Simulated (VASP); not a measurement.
Runs of VASP 6.6.1 on Hf4H3. The structure is that of space group P-42m (No. 111), or close to it. The cells are those of the table. 

| task | cell | k mesh | cutoff (eV) | smearing | gap on the mesh (eV) | pressure (GPa) | largest force (eV/Å) |
| --- | --- | --- | --- | --- | --- | --- | --- |
| single point | a = 4.596, b = 4.596, c = 4.698 Å, 7 atoms | 4 × 4 × 4 | 520 | gaussian 0.2 eV | none | (a) | 0.03 |
| single point | a = 4.599, b = 4.599, c = 4.686 Å, 7 atoms | 8 × 8 × 8 | 520 | gaussian 0.1 eV | none | -0.6 | - |
| single point | a = 4.597, b = 4.597, c = 4.690 Å, 7 atoms | 8 × 8 × 8 | 520 | gaussian 0.1 eV | none | -0.6 | - |
| relaxation of cell and atoms | relaxed from a = 4.568, b = 4.568, c = 4.728 Å, 7 atoms | 4 × 4 × 4 | 600 | gaussian 0.2 eV | none | -0.1 | 0.07 |

Alike in all rows: level PBE; potentials or basis VASP PAW PBE potentials, release 64 (Hf_pv, H); no spin polarisation.

Question: Estimate the missing entries.

Answer: (a) -0.8.

Caveats: spin-orbit coupling is left out, which moves the levels of the heavy elements; the relaxation stopped at its first step, so nothing moved (some runs); the relaxation stopped at a loose force limit of 0.08 eV/Å, so its end isn't a converged minimum (some runs).

A k mesh can miss the band edges, and the runs leave out spin-orbit coupling on Hf.

A gap of «none» marks levels without a gap at the run's occupations.
